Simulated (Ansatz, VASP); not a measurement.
## TiC in VASP and in Ansatz

Contents of INCAR:

```
SYSTEM = TiC
  ALGO = Normal
  EDIFF = 1E-6
  ENCUT = 520
  GGA = PS
  ISIF = 2
  ISMEAR = 0
  LASPH = .True.
  LCHARG = .False.
  LREAL = .False.
  LWAVE = .False.
  NBANDS = 15
  NELM = 60
  PREC = Accurate
  SIGMA = 0.15
```

Contents of KPOINTS:

```
k-points
0
Gamma
  18 18 18
  0 0 0
```

Contents of POSCAR:

```
TiC
1.0
    0.0000000000      2.1640000000      2.1964600000
    2.1640000000      0.0000000000      2.1964600000
    2.1640000000      2.1640000000      0.0000000000
Ti C
1 1
Direct
    0.0000000000      0.0000000000      0.0000000000
    0.5000000000      0.5000000000      0.5000000000
```

Input for Ansatz:

```yaml
crystal:
  lattice:
    - [0.0, 2.164, 2.19646]
    - [2.164, 0.0, 2.19646]
    - [2.164, 2.164, 0.0]
  atoms:
    - { symbol: Ti, position: [0.0, 0.0, 0.0] }
    - { symbol: C, position: [0.5, 0.5, 0.5] }
basis:
  ecutwfc: 420
kpoints:
  mp_grid: { grid: [18, 18, 18] }
hamiltonian:
  xc: pbesol
scf:
  occupations: { method: gaussian, width: 0.15 }
output:
  forces: true
  stress: true
  eigenvalues: true
```

Change from the starting cell: strain +0.000 along x and y, +0.015 along z, atoms carried along.

Alike in both runs: task single point; functional PBEsol; k mesh 18 × 18 × 18; occupations gaussian, width 0.15 eV; no spin polarisation.

|  | VASP | Ansatz |
| --- | --- | --- |
| version | VASP 6.6.1 | Ansatz 0.2.0 |
| potentials or method | VASP PAW PBE potentials, release 64 (Ti_sv, C), cutoff 520 eV | scalar-relativistic, plane waves, PAW |
| valence electrons in the cell | 16 | 16 |

Ansatz gave:

| Item | Value |
| --- | --- |
| gap on the k mesh at the Fermi level (eV) | none |
| pressure (GPa) | -9.5 |
| traceless stress, the component that is largest in VASP (GPa) | -3.48 |

Problem. Estimate VASP's values.

Solution. gap on the k mesh at the Fermi level (eV): none; pressure (GPa): -9.3; traceless stress, the component that is largest in VASP (GPa): -3.50.

VASP's potentials were made for PBE, not for PBEsol. A gap of «none» marks a metal or a gap that the smearing closes. The functional is the same, so the differences come from potentials, cutoffs and numerics.
